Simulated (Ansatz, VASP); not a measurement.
# One calculation of YbHf, two programs

```xyz
2
Lattice="3.1449 0.0000 0.0000 -1.5725 2.7236 0.0000 0.0000 0.0000 6.2836" Properties=species:S:1:pos:R:3 pbc="T T T"
Yb    0.0000    0.0000    3.1418
Hf    0.0000    0.0000    0.0000
```

Alike in both runs: functional PBE; k mesh 24 × 24 × 10; occupations gaussian, width 0.1 eV; no spin polarisation.

Ansatz relaxed the structure, and its values are those at the end. VASP's run is a single point on that final structure, the one shown.

|  | VASP | Ansatz |
| --- | --- | --- |
| version | VASP 6.6.1 | Ansatz 0.2.0 |
| potentials or method | VASP PAW PBE potentials, release 64 (Yb, Hf_pv), cutoff 520 eV | scalar-relativistic, plane waves, PAW |
| valence electrons in the cell | 34 | 50 |

Ansatz gave:

| Item | Value |
| --- | --- |
| gap on the k mesh at the Fermi level (eV) | none |
| pressure (GPa) | 0.0 |

Q: Estimate VASP's values.

A: gap on the k mesh at the Fermi level (eV): none; pressure (GPa): 0.8.

A gap of «none» marks a metal or a gap that the smearing closes. The functional is the same, so the differences come from potentials, cutoffs and numerics. VASP's potentials hold 34 valence electrons a cell and Ansatz's 50, so a difference there can come from the potentials and not from the codes.

Neither program's run includes spin-orbit coupling.
